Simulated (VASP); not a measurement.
MgS, 2 atoms in the cell. The structure is tetragonal, space group I4/mmm (No. 139). Conventional cell: a = 3.698 Å, b = 3.698 Å, c = 5.188 Å, α = 90.00°, β = 90.00°, γ = 90.00°. Mg (site symmetry 4/mmm) has 6 S at 2.59 to 2.61 Å within 3.4 Å. S (site symmetry 4/mmm) has 6 Mg at 2.59 to 2.61 Å within 3.4 Å.  This cell differs from its parent crystal: in-plane strain +0.005, then relaxed in part.

| Quantity | Value |
| --- | --- |
| Program | VASP 6.6.1 |
| Task | single point |
| Functional | r2SCAN |
| Potentials or basis | VASP PAW PBE potentials, release 64 (Mg, S) |
| Cutoff | 520 eV |
| k mesh | 8 × 8 × 8 |
| Occupations | gaussian, width 0.01 eV |
| Spin | no spin polarisation |
| Dipole correction | no |
| Further INCAR settings | ALGO = Normal; EDIFF = 1e-07; NBANDS = 11 |

Potentials or basis: VASP PAW PBE potentials, release 64 (Mg, S).

Launch:

```sh
$ cat potpaw_PBE.64/Mg/POTCAR potpaw_PBE.64/S/POTCAR > POTCAR
$ cp INCAR.step1 INCAR
$ mpirun -np 1 vasp_std > vasp.out
$ cp INCAR.step2 INCAR
$ mpirun -np 1 vasp_std > vasp.out
```

Hardware: 1 thread of Intel(R) Xeon(R) 6975P-C (Granite Rapids) (shared host).

Task: Estimate the wall time of this run.

Result: Run time: 87 s on 1 thread of Intel(R) Xeon(R) 6975P-C (Granite Rapids), with other jobs on the host, peak memory 0.17 GiB. Counts: k points 59.
